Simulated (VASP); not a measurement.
# BeNb2CuAg12 in VASP: further runs, part 2 of 2

VASP 6.6.1.

**3. Single point, PBE**

Input file INCAR:

```
SYSTEM = BeNb2CuAg12
PREC     = Accurate       ! precision mode
ENCUT    = 520            ! plane-wave cutoff, eV
EDIFF    = 1E-6           ! SCF threshold, eV
ISMEAR   = -1             ! smearing method
SIGMA    = 0.05           ! smearing width, eV
LREAL    = Auto         
LASPH    = .TRUE.         ! aspherical terms in the spheres
NELM     = 100            ! most SCF steps
ALGO     = Normal         ! electronic algorithm
ISIF     = 2              ! what is computed and relaxed
LWAVE    = .FALSE.        ! write WAVECAR
LCHARG   = .FALSE.        ! write CHGCAR
GGA      = PE             ! functional
ISYM     = 0            
NBANDS   = 100            ! bands
```

Input file KPOINTS:

```
Automatic mesh
0
Gamma
  1 1 1
  0.25 0.25 0.25
```

Input file POSCAR:

```
BeNb2CuAg12
1.0
    6.5133610000     -0.3026030000     -0.0497390000
   -0.3026030000      6.2459810000     -0.0287500000
   -0.0497390000     -0.0287500000      6.5065590000
Ag Nb Be Cu
12 2 1 1
Direct
    0.5031730415      0.4151586511      0.8081869595
    0.2565529650      0.1374339077      0.5882740651
    0.5239789804      0.9269929023      0.3301719444
    0.0375069087      0.4216431764      0.2653761839
    0.7749227658      0.1436232670      0.0388606408
    0.9951517394      0.8691548899      0.8232704960
    0.7666194278      0.1765151033      0.5741788698
    0.0696601470      0.4248440173      0.8455057568
    0.7543770839      0.6577161483      0.0924103356
    0.7631822448      0.6498882316      0.5561499109
    0.4547379840      0.4227814818      0.3222964981
    0.5212908691      0.8690731225      0.8074445093
    0.0404832590      0.9202639667      0.3092833225
    0.2669263901      0.1293444925      0.0627657885
    0.2809468420      0.7161556343      0.0791001034
    0.2357742187      0.6600388388      0.5488021073
```

Potentials or basis: VASP PAW PBE potentials, release 64 (Ag, Nb_sv, Be, Cu).

Launch:

```bash
cat potpaw_PBE.64/Ag/POTCAR potpaw_PBE.64/Nb_sv/POTCAR potpaw_PBE.64/Be/POTCAR potpaw_PBE.64/Cu/POTCAR > POTCAR
mpirun -np 1 vasp_std > vasp.out
```

OUTCAR:

```text
SYSTEM = BeNb2CuAg12
   PREC = Accurate
   ENCUT = 520
   EDIFF = 1E-6
   ISMEAR = -1
   LREAL = Auto
   LASPH = .TRUE.
   NELM = 100
   ISIF = 2
   GGA = PE
   ISYM = 0

 ion  position               nearest neighbor table
   1  0.503  0.415  0.808-   2 2.65  10 2.72   9 2.79  14 2.81  12 2.83   7 2.83   8 2.85  16 2.95
                             5 2.97  11 3.17  11 3.37  12 3.43
   2  0.257  0.137  0.588-  13 2.58   1 2.65  11 2.74   6 2.76   8 2.82   3 2.84  12 2.89  16 2.98
                            14 3.09   4 3.17   7 3.23   7 3.31
   3  0.524  0.927  0.330-  15 2.53   7 2.62  14 2.79   5 2.80  16 2.81   9 2.83   2 2.84  10 2.84
                            12 3.13  11 3.14  13 3.15  11 3.18  12 3.42
   4  0.038  0.422  0.265-  16 2.61  15 2.63   9 2.71   5 2.73  11 2.74   8 2.74  14 2.80   7 3.03
                            10 3.06  13 3.13  13 3.15   2 3.17
   5  0.775  0.144  0.039-  12 2.70   4 2.73   6 2.73   3 2.80   8 2.80  13 2.91   1 2.97   7 3.03
                             9 3.05  14 3.22   9 3.25  14 3.31  11 3.40   7 3.49
   6  0.995  0.869  0.823-  10 2.58   9 2.65  15 2.73   5 2.73  14 2.75   2 2.76  16 2.79   8 2.87
[... 178 lines left out ...]
 k-point     1 :       0.2500    0.2500    0.2500
  band No.  band energies     occupation
      1     -45.9133      2.00000
      2     -45.6978      2.00000
      3     -22.4675      2.00000
      4     -22.1481      2.00000
      5     -22.0353      2.00000
      6     -21.9598      2.00000
[... 89 lines left out ...]
     96      11.8209      0.00000
     97      12.2743      0.00000
 [bands above 97 left out]

------------------------ aborting loop because EDIFF is reached ----------------------------------------

  FORCE on cell =-STRESS in cart. coord.  units (eV):
  Direction    XX          YY          ZZ          XY          YZ          ZX
  --------------------------------------------------------------------------------------
  -------------------------------------------------------------------------------------
  Total       10.9892329     10.8369951     12.9925650      8.9352443      4.9071515      6.8353149
  in kB       66.6707112     65.7470976     78.8247509     54.2093424     29.7712572     41.4692556
  external PRESSURE =      70.4141865 kB  Pullay stress =       0.0000000 kB

 VOLUME and BASIS-vectors are now :
 -----------------------------------------------------------------------------
  energy-cutoff  :      520.00
  volume of cell :      264.08
      direct lattice vectors                 reciprocal lattice vectors
     6.513361000 -0.302603000 -0.049739000     0.153886430  0.007461000  0.001209343
    -0.302603000  6.245981000 -0.028750000     0.007461000  0.160467947  0.000766082
    -0.049739000 -0.028750000  6.506559000     0.001209343  0.000766082  0.153703698

 POSITION                                       TOTAL-FORCE (eV/Angst)
 -----------------------------------------------------------------------------------
      3.11152      2.41758      5.22155        -0.070453      0.279463      0.472774
      1.60017      0.76386      3.81093         0.323000      0.530086      0.466836
      3.11593      5.62193      2.09557        -0.343384     -0.538926     -0.206120
      0.10351      2.61460      1.71270        -0.138866      0.503633      0.807388
      5.00196      0.66146      0.21018        -0.307295      0.675709      0.495742
      6.17783      5.10392      5.28217         0.863511      0.242548     -0.280644
[... 8 lines left out ...]
      1.60926      4.38580      0.48011        -0.334345     -0.110073     -0.014985
      1.30866      4.03547      3.54011        -0.010371      0.387212      0.106090
 -----------------------------------------------------------------------------------
    total drift:                                0.004022      0.001328     -0.008728

  FREE ENERGIE OF THE ION-ELECTRON SYSTEM (eV)
  ---------------------------------------------------
  free  energy   TOTEN  =       -55.9610735227 eV

  energy  without entropy=      -55.8597731555  energy(sigma->0) =      -55.91042334
```

OSZICAR:

```text
N       E                     dE             d eps       ncg     rms          rms(c)
DAV:   1     0.178335574465E+04    0.17834E+04   -0.84095E+04   200   0.184E+03
DAV:   2     0.123156769812E+03   -0.16602E+04   -0.15979E+04   200   0.509E+02
DAV:   3    -0.480275141601E+02   -0.17118E+03   -0.15699E+03   264   0.159E+02
DAV:   4    -0.628757049571E+02   -0.14848E+02   -0.14308E+02   320   0.443E+01
DAV:   5    -0.638840318035E+02   -0.10083E+01   -0.10015E+01   344   0.110E+01    0.249E+01
DAV:   6    -0.591960482850E+02    0.46880E+01   -0.62697E+01   288   0.844E+01    0.173E+01
DAV:   7    -0.561959950767E+02    0.30001E+01   -0.25346E+01   272   0.729E+01    0.984E+00
DAV:   8    -0.560305119322E+02    0.16548E+00   -0.30421E+00   240   0.657E+00    0.614E+00
DAV:   9    -0.560396569519E+02   -0.91450E-02   -0.99639E-01   288   0.147E+01    0.252E+00
DAV:  10    -0.559860556077E+02    0.53601E-01   -0.68439E-01   296   0.130E+01    0.121E+00
DAV:  11    -0.559656431511E+02    0.20412E-01   -0.21295E-01   296   0.164E+00    0.600E-01
DAV:  12    -0.559614039337E+02    0.42392E-02   -0.37535E-02   280   0.748E-01    0.309E-01
DAV:  13    -0.559612032069E+02    0.20073E-03   -0.58852E-03   296   0.100E+00    0.152E-01
DAV:  14    -0.559610692904E+02    0.13392E-03   -0.13097E-03   296   0.474E-01    0.309E-02
DAV:  15    -0.559610750438E+02   -0.57534E-05   -0.15350E-04   312   0.587E-02    0.155E-02
DAV:  16    -0.559610730035E+02    0.20403E-05   -0.15739E-05   272   0.402E-02    0.530E-03
DAV:  17    -0.559610735227E+02   -0.51919E-06   -0.17126E-06   120   0.763E-03
   1 F= -.55961074E+02 E0= -.55910423E+02  d E =-.101300E+00
```

It took 1.9 min on 1 thread of Intel Xeon Platinum 8259CL at 2.50GHz (Skylake/Cascade Lake), shared host; peak memory 0.34 GiB.

What came out:

```
Free energy   : -55.9611 eV
Pressure      : 7.0 GPa
Largest force : 1.073 eV/Å
```

Forces in eV/Å, atoms in the order of the input:
```
Ag  -0.070  0.279  0.473
Ag   0.323  0.530  0.467
Ag  -0.343 -0.539 -0.206
Ag  -0.139  0.504  0.807
Ag  -0.307  0.676  0.496
Ag   0.864  0.243 -0.281
Ag   0.777  0.239  0.018
Ag  -0.479  0.259 -0.730
Ag  -0.817 -0.664 -0.115
Ag   0.398 -0.556 -0.827
Ag   0.864  0.129  0.217
Ag  -0.775  0.200  0.121
Nb   0.203 -0.606 -0.741
Nb  -0.153 -0.971  0.210
Be  -0.334 -0.110 -0.015
Cu  -0.010  0.387  0.106
```

Stress tensor (GPa, compression positive):
```
6.67 5.42 4.15
5.42 6.57 2.98
4.15 2.98 7.88
```

Levels at points of the mesh, in eV from the Fermi level:
| k point | band 84 | band 85 | band 86 | band 87 | band 88 | band 89 |
| --- | --- | --- | --- | --- | --- | --- |
| (0.25, 0.25, 0.25) | -0.26 | -0.14 | -0.01 | 0.22 | 0.67 | 1.04 |

Caveat: the k points lie up to 1.01 Å⁻¹ apart.
